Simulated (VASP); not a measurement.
A run of VASP 6.6.1 is set up as follows.

Contents of INCAR:

```
PREC     = Accurate       # precision mode
ENCUT    = 500            # plane-wave cutoff, eV
EDIFF    = 1E-7           # SCF threshold, eV
ISMEAR   = 0              # smearing method
SIGMA    = 0.1            # smearing width, eV
LREAL    = False          # projectors in reciprocal space
LASPH    = True           # aspherical terms in the spheres
NELM     = 120            # most SCF steps
ALGO     = Normal         # electronic algorithm
ISIF     = 3              # what is computed and relaxed
LWAVE    = False          # write WAVECAR
LCHARG   = False          # write CHGCAR
GGA      = PE             # functional
IBRION   = 2              # ionic algorithm
NSW      = 100            # ionic steps
EDIFFG   = -0.01          # ionic threshold
GGA_COMPAT= False        
NELMIN   = 4
```

KPOINTS

```
regular mesh
0
Gamma
  18 18 18
```

File POSCAR:

```
Al
1.0
    1.4365075757      0.8293680355      6.9492897620
   -1.4365075757      0.8293680355      6.9492897620
    0.0000000000     -1.6587360711      6.9492897620
Al
3
Direct
    0.0000000000      0.0000000000      0.0000000000
    0.2224402324      0.2224402324      0.2224402324
    0.7775597676      0.7775597676      0.7775597676
```

Potentials or basis: VASP PAW PBE potentials, release 64 (Al).

Command:

```sh
$ cat potpaw_PBE.64/Al/POTCAR > POTCAR
$ mpirun -np 1 vasp_std > vasp.out
```

Task: Estimate the relaxed cell.

Result: a = 7.225 Å, b = 7.225 Å, c = 7.225 Å, α = 22.82°, β = 22.82°, γ = 22.82°.

Task: What does it give for the band gap on the k mesh?

Result: Zero (an odd number of electrons rules out a gap without spin polarisation).

Task: What does it give for the space group after relaxing (to 0.1 Å)?

Result: R-3m (No. 166).

Task: Predict the relaxed volume.

Result: 16.60 Å³/atom.

The path:
| step | energy change (eV) | largest force (eV/Å) | pressure (GPa) | volume (Å³) |
| --- | --- | --- | --- | --- |
| 1 | 0.0000 | 0.0108 | 0.22 | 49.68 |
| 2 | -0.0013 | 0.0089 | -0.04 | 49.84 |
| 3 | -0.0018 | 0.0071 | -0.32 | 50.03 |
| 4 | -0.0021 | 0.0033 | 0.03 | 49.79 |
